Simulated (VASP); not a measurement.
# Ti3Si (P6_3/mmc) in VASP: further runs, part 2 of 2

VASP 6.6.1. Earlier steps stand in the parts before.

### Step 4. Single point, LDA

This run uses another cell than the first one, of 14.64 Å³/atom.

INCAR

```
PREC     = Accurate       # precision mode
ENCUT    = 520            # plane-wave cutoff, eV
EDIFF    = 1E-6           # SCF threshold, eV
ISMEAR   = 0              # smearing method
SIGMA    = 0.1            # smearing width, eV
LREAL    = F              # projectors in reciprocal space
LASPH    = T              # aspherical terms in the spheres
NELM     = 60             # most SCF steps
ALGO     = Fast           # electronic algorithm
ISIF     = 2              # what is computed and relaxed
LWAVE    = F              # write WAVECAR
LCHARG   = F              # write CHGCAR
NBANDS   = 50             # bands
```

KPOINTS

```
Automatic mesh
0
Gamma
  6 6 8
```

POSCAR

```
Ti3Si
1.0
    5.5201186572      0.0000000000      0.0000000000
   -2.7600593286      4.7805629890      0.0000000000
    0.0000000000      0.0000000000      4.4384115296
Ti Si
6 2
Direct
    0.3432107320      0.1716053660      0.7500000000
    0.8283946340      0.1716053660      0.7500000000
    0.8283946340      0.6567892680      0.7500000000
    0.6567892680      0.8283946340      0.2500000000
    0.1716053660      0.8283946340      0.2500000000
    0.1716053660      0.3432107320      0.2500000000
    0.3333333333      0.6666666667      0.7500000000
    0.6666666667      0.3333333333      0.2500000000
```

Potentials or basis: VASP PAW LDA potentials, release 64 (Ti_sv, Si).

The run is started by

```
$ cat potpaw_LDA.64/Ti_sv/POTCAR potpaw_LDA.64/Si/POTCAR > POTCAR
$ mpirun -np 1 vasp_std > vasp.out
```

OUTCAR:

```text
PREC = Accurate
   ENCUT = 520
   EDIFF = 1E-6
   ISMEAR = 0
   LREAL = F
   LASPH = T
   NELM = 60
   ISIF = 2

 ion  position               nearest neighbor table
   1  0.343  0.172  0.750-   3 2.68   2 2.68   8 2.70   8 2.70   5 2.76   5 2.76   6 2.76   6 2.76
                             7 2.76   7 2.76   3 2.84   2 2.84
   2  0.828  0.172  0.750-   3 2.68   1 2.68   8 2.70   8 2.70   4 2.76   4 2.76   6 2.76   6 2.76
                             7 2.76   7 2.76   3 2.84   1 2.84
   3  0.828  0.657  0.750-   1 2.68   2 2.68   8 2.70   8 2.70   4 2.76   4 2.76   5 2.76   5 2.76
                             7 2.76   7 2.76   2 2.84   1 2.84
   4  0.657  0.828  0.250-   6 2.68   5 2.68   7 2.70   7 2.70   2 2.76   2 2.76   3 2.76   3 2.76
                             8 2.76   8 2.76   6 2.84   5 2.84
   5  0.172  0.828  0.250-   6 2.68   4 2.68   7 2.70   7 2.70   1 2.76   1 2.76   3 2.76   3 2.76
                             8 2.76   8 2.76   6 2.84   4 2.84
   6  0.172  0.343  0.250-   4 2.68   5 2.68   7 2.70   7 2.70   1 2.76   1 2.76   2 2.76   2 2.76
                             8 2.76   8 2.76   5 2.84   4 2.84
   7  0.333  0.667  0.750-   5 2.70   5 2.70   6 2.70   6 2.70   4 2.70   4 2.70   1 2.76   3 2.76
                             2 2.76   2 2.76   1 2.76   3 2.76
   8  0.667  0.333  0.250-   2 2.70   2 2.70   3 2.70   3 2.70   1 2.70   1 2.70   4 2.76   6 2.76
                             5 2.76   5 2.76   4 2.76   6 2.76

  LATTYP: Found a hexagonal cell.
 ALAT       =     5.5201186572
 C/A-ratio  =     0.8040427761

  Lattice vectors:

 A1 = (   5.5201186572,   0.0000000000,   0.0000000000)
 A2 = (  -2.7600593286,   4.7805629890,   0.0000000000)
 A3 = (   0.0000000000,   0.0000000000,   4.4384115296)

Analysis of symmetry for initial positions (statically):
=====================================================================
 Subroutine PRICEL returns:
 Original cell was already a primitive cell.

 Routine SETGRP: Setting up the symmetry group for a
[... 159 lines left out ...]
   GGA     = CA    functional components
   LHFCALC =     F    Hartree Fock is set to
   AEXX    =    0.0000 exact exchange contribution
   IVDW    =     0    specifies the selected vdW correction
   LEPSILON=     F    determine dielectric tensor
   LRPA    =     F    only Hartree local field effects (RPA)
 non-spin polarized calculation
 RMM-DIIS sequential band-by-band and
 Gauss-broadening in eV      SIGMA  =   0.10
  energy-cutoff  :      520.00
  volume of cell :      117.13
 maximum number of plane-waves:      3179
 NGX is ok and might be reduce to    42
   NGX = 21   NGY = 21   NGZ = 17

 number of electron      79.9999982 magnetization

 Free energy of the ion-electron system (eV)
  ---------------------------------------------------
  ext. energy  EPLUGINS =         0.00000000
  ---------------------------------------------------
  free energy    TOTEN  =       -67.47715997 eV

  energy without entropy =      -67.44106320  energy(sigma->0) =      -67.45911158

 E-fermi :   9.9086     XC(G=0): -12.2775

 val. band max:        9.8941420427   @ k =   0.3333  -0.0000   0.3750
 cond. band min:       9.9101939700   @ k =   0.5000  -0.0000   0.0000
 fundamental gap:      0.0160519273
 Fermi energy:         9.9086393610

 k-point     1 :       0.0000    0.0000    0.0000
  band No.  band energies     occupation
      1     -46.0242      2.00000
      2     -45.8633      2.00000
      3     -45.8568      2.00000
      4     -45.8568      2.00000
      5     -45.7804      2.00000
      6     -45.7804      2.00000
[... 1261 lines left out ...]
     49      11.8259      0.00000
     50      11.8621      0.00000

 [... further k-points ...]

------------------------ aborting loop because EDIFF is reached ----------------------------------------

  FORCE on cell =-STRESS in cart. coord.  units (eV):
  Direction    XX          YY          ZZ          XY          YZ          ZX
  --------------------------------------------------------------------------------------
  -------------------------------------------------------------------------------------
  Total        0.0226490      0.0226490      0.0633851      0.0000000     -0.0000000      0.0000000
  in kB        0.3098162      0.3098162      0.8670477      0.0000000     -0.0000000      0.0000000
  external PRESSURE =       0.4955601 kB  Pullay stress =       0.0000000 kB

 VOLUME and BASIS-vectors are now :
 -----------------------------------------------------------------------------
  energy-cutoff  :      520.00
  volume of cell :      117.13
      direct lattice vectors                 reciprocal lattice vectors
     5.520118657  0.000000000  0.000000000     0.181155526  0.104590192  0.000000000
    -2.760059329  4.780562989  0.000000000     0.000000000  0.209180384  0.000000000
     0.000000000  0.000000000  4.438411530     0.000000000  0.000000000  0.225305831

 POSITION                                       TOTAL-FORCE (eV/Angst)
 -----------------------------------------------------------------------------------
      1.42092      0.82037      3.32881        -0.008194     -0.004731     -0.000000
      4.09920      0.82037      3.32881         0.008194     -0.004731      0.000000
      2.76006      3.13982      3.32881         0.000000      0.009462      0.000000
      1.33914      3.96019      1.10960         0.008194      0.004731      0.000000
     -1.33914      3.96019      1.10960        -0.008194      0.004731      0.000000
      0.00000      1.64074      1.10960        -0.000000     -0.009462     -0.000000
     -0.00000      3.18704      3.32881         0.000000      0.000000      0.000000
      2.76006      1.59352      1.10960        -0.000000     -0.000000      0.000000
 -----------------------------------------------------------------------------------
    total drift:                               -0.000000      0.000000     -0.000000

  FREE ENERGIE OF THE ION-ELECTRON SYSTEM (eV)
  ---------------------------------------------------
  free  energy   TOTEN  =       -67.4771599661 eV

  energy  without entropy=      -67.4410632035  energy(sigma->0) =      -67.45911158
```

OSZICAR:

```text
N       E                     dE             d eps       ncg     rms          rms(c)
DAV:   1     0.108615653262E+04    0.10862E+04   -0.39238E+04  3516   0.196E+03
DAV:   2     0.768108802202E+02   -0.10093E+04   -0.98500E+03  3500   0.603E+02
DAV:   3    -0.557755550876E+02   -0.13259E+03   -0.12647E+03  5412   0.188E+02
[... 27 lines left out ...]
RMM:  31    -0.674771558498E+02   -0.18744E-05   -0.21343E-05  4185   0.152E-02    0.181E-03
RMM:  32    -0.674771573637E+02   -0.15139E-05   -0.17226E-05  4349   0.140E-02    0.185E-03
RMM:  33    -0.674771584415E+02   -0.10779E-05   -0.12921E-05  4031   0.122E-02    0.172E-03
RMM:  34    -0.674771592687E+02   -0.82719E-06   -0.10164E-05  3898   0.110E-02    0.159E-03
RMM:  35    -0.674771599661E+02   -0.69740E-06   -0.86177E-06  4039   0.105E-02
   1 F= -.67477160E+02 E0= -.67459112E+02  d E =-.360968E-01
```

It took 6.3 min on 1 thread of Intel Xeon 6975P-C (Granite Rapids), shared host; peak memory 0.28 GiB.

Results:

```
Free energy            : -67.4772 eV
Pressure               : 0.0 GPa
Largest force          : 0.009 eV/Å
Band gap on the k mesh : zero (bands 40 and 41 overlap by 0.38 eV)
```

Forces in eV/Å, atoms in the order of the input:
```
Ti  -0.008 -0.005  0.000
Ti   0.008 -0.005  0.000
Ti   0.000  0.009  0.000
Ti   0.008  0.005  0.000
Ti  -0.008  0.005  0.000
Ti   0.000 -0.009  0.000
Si   0.000  0.000  0.000
Si   0.000  0.000  0.000
```

### Step 5. Single point, LDA

This run uses another cell than the first one, of 14.66 Å³/atom.

INCAR

```
SYSTEM = Ti3Si
PREC = Accurate
ENCUT = 520
EDIFF = 1E-6
ISMEAR = -1
SIGMA = 0.15
LREAL = .False.
LASPH = .True.
NELM = 60
ALGO = Fast
ISIF = 2
LWAVE = .False.
LCHARG = .False.
NBANDS = 50
```

KPOINTS

```
regular mesh
0
Gamma
  6 6 8
  0 0 0
```

POSCAR

```
Ti3Si
1.0
    5.5158334964      0.0000000000      0.0000000000
   -2.7579167482      4.7768519309      0.0000000000
    0.0000000000      0.0000000000      4.4524528783
Ti Si
6 2
Direct
    0.3427272437      0.1713636219      0.7500000000
    0.8286363781      0.1713636219      0.7500000000
    0.8286363781      0.6572727563      0.7500000000
    0.6572727563      0.8286363781      0.2500000000
    0.1713636219      0.8286363781      0.2500000000
    0.1713636219      0.3427272437      0.2500000000
    0.3333333333      0.6666666667      0.7500000000
    0.6666666667      0.3333333333      0.2500000000
```

The run is started by

```
$ cat potpaw_LDA.64/Ti_sv/POTCAR potpaw_LDA.64/Si/POTCAR > POTCAR
$ mpirun -np 1 vasp_std > vasp.out
```

It took 6.9 min on 1 thread of Intel Xeon 6975P-C (Granite Rapids), shared host; peak memory 0.29 GiB.

It converged, with:

| Property | Result |
| --- | --- |
| Free energy | -67.7222 eV |
| Pressure | -0.2 GPa |
| Largest force | 0.009 eV/Å |
| Band gap on the k mesh | zero (bands 40 and 41 overlap by 0.37 eV) |

Forces in eV/Å, atoms in the order of the input:
```
Ti  -0.008 -0.004  0.000
Ti   0.008 -0.004  0.000
Ti   0.000  0.009  0.000
Ti   0.008  0.004  0.000
Ti  -0.008  0.004  0.000
Ti   0.000 -0.009  0.000
Si   0.000  0.000  0.000
Si   0.000  0.000  0.000
```

Levels at points of the mesh, in eV from the Fermi level:
```tsv
k point	band 38	band 39	band 40	band 41	band 42	band 43
(0.00, 0.00, 0.00)	-1.43	-0.61	-0.10	0.50	0.50	0.56
(0.50, 0.00, 0.00)	-0.64	-0.63	0.05	0.37	0.53	0.61
(0.00, 0.00, 0.50)	-1.06	-0.61	-0.61	-0.03	-0.03	-0.03
(0.50, 0.00, 0.50)	-0.53	-0.27	-0.27	0.07	0.07	0.56
```

### Step 6. Single point, LDA (14.96 Å³/atom)

This run uses another cell than the first one, of 14.96 Å³/atom.

INCAR

```
PREC = Accurate
ENCUT = 520
EDIFF = 1E-6
ISMEAR = -1
SIGMA = 0.15
LREAL = False
LASPH = True
NELM = 100
ALGO = Fast
ISIF = 2
LWAVE = False
LCHARG = True
LELF = True
LVHAR = True
NBANDS = 50
```

KPOINTS

```
regular mesh
0
Gamma
  6 6 8
```

POSCAR

```
Ti3Si
1.0
    5.5544251255      0.0000000000      0.0000000000
   -2.7772125627      4.8102732621      0.0000000000
    0.0000000000      0.0000000000      4.4786133038
Ti Si
6 2
Direct
    0.3427695474      0.1713847737      0.7500000000
    0.8286152263      0.1713847737      0.7500000000
    0.8286152263      0.6572304526      0.7500000000
    0.6572304526      0.8286152263      0.2500000000
    0.1713847737      0.8286152263      0.2500000000
    0.1713847737      0.3427695474      0.2500000000
    0.3333333333      0.6666666667      0.7500000000
    0.6666666667      0.3333333333      0.2500000000
```

Potentials or basis: VASP PAW LDA potentials, release 64 (Ti_sv, Si).

The run is started by

```
$ cat potpaw_LDA.64/Ti_sv/POTCAR potpaw_LDA.64/Si/POTCAR > POTCAR
$ mpirun -np 1 vasp_std > vasp.out
```

It took 5.8 min on 1 thread of Intel Xeon 6975P-C (Granite Rapids), shared host; peak memory 0.29 GiB.

The run converged. Its results:

```yaml
Free_energy: -67.7028 eV
Pressure: -2.8 GPa
Largest_force: 0.009 eV/Å
Band_gap_on_the_k_mesh: zero (bands 40 and 41 overlap by 0.36 eV)
```

Forces on the atoms (eV/Å):
```
Ti  -0.008 -0.005  0.000
Ti   0.008 -0.005  0.000
Ti   0.000  0.009  0.000
Ti   0.008  0.005  0.000
Ti  -0.008  0.005  0.000
Ti   0.000 -0.009  0.000
Si   0.000  0.000  0.000
Si   0.000  0.000  0.000
```

Levels at points of the mesh, in eV from the Fermi level:
| k point | band 37 | band 38 | band 39 | band 40 | band 41 | band 42 | band 43 | band 44 |
| --- | --- | --- | --- | --- | --- | --- | --- | --- |
| (0.00, 0.00, 0.00) | -1.39 | -1.39 | -0.62 | -0.14 | 0.50 | 0.50 | 0.55 | 0.60 |
| (0.50, 0.00, 0.00) | -0.96 | -0.63 | -0.62 | 0.05 | 0.36 | 0.51 | 0.60 | 0.90 |
| (0.00, 0.00, 0.50) | -1.05 | -1.05 | -0.58 | -0.58 | -0.02 | -0.02 | -0.02 | -0.02 |
| (0.50, 0.00, 0.50) | -0.51 | -0.51 | -0.26 | -0.26 | 0.07 | 0.07 | 0.56 | 0.56 |

### Step 7. Single point, LDA

This run uses another cell than the first one, of 12.86 Å³/atom.

INCAR

```
SYSTEM = Ti3Si
PREC     = Accurate       ! precision mode
ENCUT    = 520            ! plane-wave cutoff, eV
EDIFF    = 1E-6           ! SCF threshold, eV
ISMEAR   = -1             ! smearing method
SIGMA    = 0.15           ! smearing width, eV
LREAL    = .FALSE.        ! projectors in reciprocal space
LASPH    = .TRUE.         ! aspherical terms in the spheres
NELM     = 60             ! most SCF steps
ALGO     = Fast           ! electronic algorithm
ISIF     = 2              ! what is computed and relaxed
LWAVE    = .FALSE.        ! write WAVECAR
LCHARG   = .TRUE.         ! write CHGCAR
LELF     = .TRUE.         ! ELF
LVHAR    = .TRUE.       
NBANDS   = 50             ! bands
```

KPOINTS

```
regular mesh
0
G
  12 12 8
  0 0 0
```

POSCAR

```
Ti3Si
1.0
    5.2649466457      0.0000000000      0.0000000000
   -2.6324733229      4.5595775448      0.0000000000
    0.0000000000      0.0000000000      4.2849742664
Ti Si
6 2
Direct
    0.3425004076      0.1712502038      0.7500000000
    0.8287497962      0.1712502038      0.7500000000
    0.8287497962      0.6574995924      0.7500000000
    0.6574995924      0.8287497962      0.2500000000
    0.1712502038      0.8287497962      0.2500000000
    0.1712502038      0.3425004076      0.2500000000
    0.3333333333      0.6666666667      0.7500000000
    0.6666666667      0.3333333333      0.2500000000
```

The run is started by

```
$ cat potpaw_LDA.64/Ti_sv/POTCAR potpaw_LDA.64/Si/POTCAR > POTCAR
$ mpirun -np 1 vasp_std > vasp.out
```

It took 12 min on 1 thread of Intel Xeon 6975P-C (Granite Rapids), shared host; peak memory 0.43 GiB.

The run converged. Its results:

```
Free energy            : -66.6969 eV
Pressure               : 25.0 GPa
Largest force          : 0.021 eV/Å
Band gap on the k mesh : zero (bands 40 and 41 overlap by 0.64 eV)
```

Forces on the atoms (eV/Å):
```
Ti  -0.018 -0.010  0.000
Ti   0.018 -0.010  0.000
Ti   0.000  0.021  0.000
Ti   0.018  0.010  0.000
Ti  -0.018  0.010  0.000
Ti   0.000 -0.021  0.000
Si   0.000  0.000  0.000
Si   0.000  0.000  0.000
```

Stress tensor (GPa, compression positive):
```
24.94  0.00  0.00
 0.00 24.94  0.00
 0.00  0.00 25.03
```

Levels at points of the mesh, in eV from the Fermi level:
```csv
k point,band 38,band 39,band 40,band 41,band 42,band 43
"(0.00, 0.00, 0.00)",-1.77,-0.50,0.21,0.55,0.55,0.64
"(0.50, 0.00, 0.00)",-0.70,-0.67,-0.01,0.41,0.63,0.68
"(0.00, 0.00, 0.50)",-1.11,-0.84,-0.84,-0.04,-0.04,-0.04
"(0.50, 0.00, 0.50)",-0.68,-0.32,-0.32,0.10,0.10,0.58
```

Caveat: the cell stands under pressure.

### Step 8. Overview

| task | cell | k mesh | cutoff (eV) | smearing | gap on the mesh (eV) | pressure (GPa) | largest force (eV/Å) |
| --- | --- | --- | --- | --- | --- | --- | --- |
| relaxation of cell and atoms | relaxed from a = 5.631, b = 5.631, c = 4.505 Å, angles 90.0, 90.0, 120.0°, 8 atoms | 6 × 6 × 8 | 600 | gaussian 0.1 eV | none | 0.0 | - |
| single point | a = 5.477, b = 5.477, c = 4.426 Å, angles 90.0, 90.0, 120.0°, 8 atoms | 6 × 6 × 8 | 520 | fermi-dirac 0.15 eV | none | 3.2 | 0.01 |
| single point | a = 5.520, b = 5.520, c = 4.438 Å, angles 90.0, 90.0, 120.0°, 8 atoms | 6 × 6 × 8 | 520 | gaussian 0.1 eV | none | 0.0 | 0.01 |
| single point | a = 5.516, b = 5.516, c = 4.452 Å, angles 90.0, 90.0, 120.0°, 8 atoms | 6 × 6 × 8 | 520 | fermi-dirac 0.15 eV | none | -0.2 | 0.01 |
| single point | a = 5.554, b = 5.554, c = 4.479 Å, angles 90.0, 90.0, 120.0°, 8 atoms | 6 × 6 × 8 | 520 | fermi-dirac 0.15 eV | none | -2.8 | 0.01 |
| single point | a = 5.265, b = 5.265, c = 4.285 Å, angles 90.0, 90.0, 120.0°, 8 atoms | 12 × 12 × 8 | 520 | fermi-dirac 0.15 eV | none | 25.0 | 0.02 |

Alike in all rows: level LDA; potentials or basis VASP PAW LDA potentials, release 64 (Ti_sv, Si); no spin polarisation.

Caveats: the cell stands under pressure (at least some runs).

Total energies depend on the potentials used, so only differences within one code and one set of settings carry meaning.
